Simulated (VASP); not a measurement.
Write the native input for VASP 6.6.1 that does the following.

```
Task                   : single point
Functional             : PBEsol
Potentials or basis    : VASP PAW PBE potentials, release 64 (Na_pv, Cl)
Cutoff                 : 520 eV
k mesh                 : 9 × 9 × 9
Occupations            : fermi-dirac, width 0.03 eV
Spin                   : no spin polarisation
Dipole correction      : no
Further INCAR settings : ALGO = Normal; EDIFF = 1e-06; NBANDS = 14
```

The structure of NaCl lies in POSCAR:

```
NaCl
1.0
    2.8314000000      0.0000000000      0.0000000000
    0.0000000000      2.8314000000      0.0000000000
    0.0000000000      0.0000000000      2.8600000000
Na Cl
1 1
Direct
    0.0000000000      0.0000000000      0.0000000000
    0.5000000000      0.5000000000      0.5000000000
```

This cell differs from its parent crystal: equal xx and yy strain of -1 %.

The input as run:

INCAR

```
ALGO = Normal ; EDIFF = 1E-6
ENCUT = 520 ; GGA = PS
ISIF = 2 ; ISMEAR = -1
LASPH = T ; LCHARG = F
LREAL = F ; LWAVE = F
NBANDS = 14 ; NELM = 100
PREC = Accurate ; SIGMA = 0.03
```

KPOINTS

```
k-points
0
Gamma
  9 9 9
```

Potentials or basis: VASP PAW PBE potentials, release 64 (Na_pv, Cl).

The run is started by

```console
$ cat potpaw_PBE.64/Na_pv/POTCAR potpaw_PBE.64/Cl/POTCAR > POTCAR
$ mpirun -np 1 vasp_std > vasp.out
```

Results of the run:

```yaml
Pressure: 65.2 GPa
Band_gap_on_the_k_mesh: 4.43 eV, direct
```

Caveat: the cell differs from its parent crystal (equal xx and yy strain of -1 %); the PAW data sets were made with another functional, which shifts forces and pressure a little.

Run time: 11 s on 1 thread of Intel(R) Xeon(R) Platinum 8259CL CPU @ 2.50GHz (Skylake/Cascade Lake), with other jobs on the host, peak memory 0.14 GiB.
